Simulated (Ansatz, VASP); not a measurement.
# One calculation of Mg2Si3N, two programs

```
CELL_PARAMETERS angstrom
4.65307 -3.29686 0.00000
4.65307 3.29686 0.00000
0.00000 0.00000 3.66999
ATOMIC_POSITIONS crystal
Mg 0.50000 0.00000 0.50000
Mg 0.00000 0.50000 0.50000
Si 0.74469 0.25531 0.00000
Si 0.25531 0.74469 0.00000
Si 0.50000 0.50000 0.50000
N 0.00000 0.00000 0.00000
```

Change from the starting cell: species swapped into the LaAl2Ag3 type (Cmmm, No. 65).

Alike in both runs: functional PBE; k mesh 4 × 4 × 4; occupations gaussian, width 0.1 eV; no spin polarisation.

Ansatz relaxed the structure, and its values are those at the end. VASP's run is a single point on that final structure, the one shown.

|  | VASP | Ansatz |
| --- | --- | --- |
| version | VASP 6.6.1 | Ansatz 0.2.0 |
| potentials or method | VASP PAW PBE potentials, release 64 (Mg, Si, N), cutoff 520 eV | scalar-relativistic, plane waves, PAW |
| valence electrons in the cell | 21 | 37 |

```tsv
	VASP	Ansatz	Ansatz less VASP
gap on the k mesh at the Fermi level (eV)	none	none	-
pressure (GPa)	-0.1	0.1	+0.13
rms of the force components (eV/Å)	0.011	0.012	+0.0008
```

A gap of «none» marks a metal or a gap that the smearing closes. The functional is the same, so the differences come from potentials, cutoffs and numerics. VASP's potentials hold 21 valence electrons a cell and Ansatz's 37, so a difference there can come from the potentials and not from the codes.

The k mesh is coarse, so the values compare programs but aren't converged.
